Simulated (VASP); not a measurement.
ZrC:

```
CELL_PARAMETERS angstrom
0.00000 2.36500 2.36500
2.36500 0.00000 2.36500
2.36500 2.36500 0.00000
ATOMIC_POSITIONS crystal
Zr 0.50000 0.50000 0.50000
C 0.00000 0.00000 0.00000
```

```yaml
Program: VASP 6.6.1
Task: relaxation of cell and atoms
Functional: PBE
Dispersion: D4
Potentials_or_basis: VASP PAW PBE potentials, release 64 (Zr_sv, C)
Cutoff: 600 eV
k_mesh: 12 × 12 × 12
Occupations: methfessel-paxton, width 0.1 eV
Spin: no spin polarisation
```

At the start: pressure -5.9 GPa; volume 13.23 Å³/atom.

**Question.** How do energy, volume and symmetry change on relaxing?

**Answer.** Over 3 steps the energy falls by 6.8 meV/atom and the volume is 12.87 Å³/atom (-2.7 %); space group Fm-3m (No. 225, to 0.1 Å) before and after.

The path:
```tsv
step	energy change (eV)	largest force (eV/Å)	pressure (GPa)	volume (Å³)
1	0.0000	0.0000	-5.93	26.46
2	0.0232	0.0000	11.00	24.63
3	-0.0136	0.0000	-0.07	25.75
```

Final structure:
```xyz
2
Lattice="0.0000 2.3437 2.3437 2.3437 0.0000 2.3437 2.3437 2.3437 0.0000" Properties=species:S:1:pos:R:3 pbc="T T T"
Zr    2.3437    2.3437    2.3437
C     0.0000    0.0000    0.0000
```
